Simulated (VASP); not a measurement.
**In3Sb: single point with PBEsol**

The system is In3Sb.

```
In Sb
1.0
     4.88393    0.00000    0.00000
     0.00000    4.88393    0.00000
     0.00000    0.00000    4.88393
In Sb
3 1
Cartesian
  2.4420 2.4420 0.0000
  2.4420 0.0000 2.4420
  0.0000 2.4420 2.4420
  0.0000 0.0000 0.0000
```

This cell differs from its parent crystal: strained.

```yaml
Program: VASP 6.6.1
Task: single point
Functional: PBEsol
Potentials_or_basis: VASP PAW PBE potentials, release 64 (In_d, Sb)
Cutoff: 520 eV
k_mesh: 10 × 10 × 10
Occupations: gaussian, width 0.1 eV
Spin: no spin polarisation
```

```yaml
Pressure: -3.5 GPa
Band_gap_on_the_k_mesh: zero (bands 22 and 23 overlap by 3.40 eV)
```

Levels at points of the mesh, in eV from the Fermi level:
```
           k point  band 19  band 20  band 21  band 22  band 23  band 24  band 25  band 26
(0.00, 0.00, 0.00)    -2.61    -2.61    -2.32    -2.32     2.32     2.32     2.32     3.86
(0.50, 0.00, 0.00)    -1.81    -1.37    -1.37    -0.06    -0.06     0.27     1.21     4.29
(0.50, 0.50, 0.00)    -5.48    -0.46    -0.02     0.32     0.32     1.37     1.65     1.65
(0.50, 0.50, 0.50)    -4.28    -3.69    -3.69    -3.69    -2.89     5.17     5.17     5.17
```

It took 3.5 min on 1 thread of Intel Xeon 8259CL (shared host), peak memory 0.29 GiB.

Caveat: the cell differs from its parent crystal (strained); the cell stands under tension; the PAW data sets were made with another functional, which shifts forces and pressure a little; spin-orbit coupling is left out, which moves the levels of the heavy elements.
